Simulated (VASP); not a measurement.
Set up this calculation in VASP 6.6.1, as the native input.

```yaml
Task: single point
Functional: PBE
Potentials_or_basis: VASP PAW PBE potentials, release 64 (Al, Rh_pv)
Cutoff: 520 eV
k_mesh: 6 × 6 × 4
Occupations: gaussian, width 0.1 eV
Spin: no spin polarisation
Dipole_correction: no
Further_INCAR_settings: ALGO = Fast; EDIFF = 1e-06; NBANDS = 18
```

The structure of Al2Rh lies in POSCAR:

```
Al2Rh
1.0
    3.0051026556     -3.0205262471      0.0000000000
    3.0051026556      3.0205262471      0.0000000000
    0.0000000000      0.0000000000      2.8018985396
Al Rh
2 1
Direct
    0.0000000000      0.5000000000      0.0000000000
    0.5000000000      0.0000000000      0.0000000000
    0.5000000000      0.5000000000      0.5000000000
```

The cell was built from a structure type or drawn by symmetry, and may not be a known phase.

One way to write it, as run:

INCAR

```
ALGO = Fast ; EDIFF = 1E-6
ENCUT = 520 ; GGA = PE
ISIF = 2 ; ISMEAR = 0
LASPH = T ; LCHARG = T
LELF = T ; LREAL = F
LVHAR = T ; LWAVE = F
NBANDS = 18 ; NELM = 60
PREC = Accurate ; SIGMA = 0.1
```

KPOINTS

```
k-points
0
Gamma
  6 6 4
```

Potentials or basis: VASP PAW PBE potentials, release 64 (Al, Rh_pv).

The run is started by

```console
$ cat potpaw_PBE.64/Al/POTCAR potpaw_PBE.64/Rh_pv/POTCAR > POTCAR
$ mpirun -np 1 vasp_std > vasp.out
```

Results of the run:

```json
{
 "Pressure": "0.1 GPa",
 "Band gap on the k mesh": "zero (an odd number of electrons rules out a gap without spin polarisation)"
}
```

Caveat: the k points lie up to 0.56 Å⁻¹ apart, too coarse for converged energies and pressures of a metal.

It took 14 s on 1 thread of AMD EPYC 9R45 96-Core Processor (Zen 5), on a shared host, peak memory 0.15 GiB.
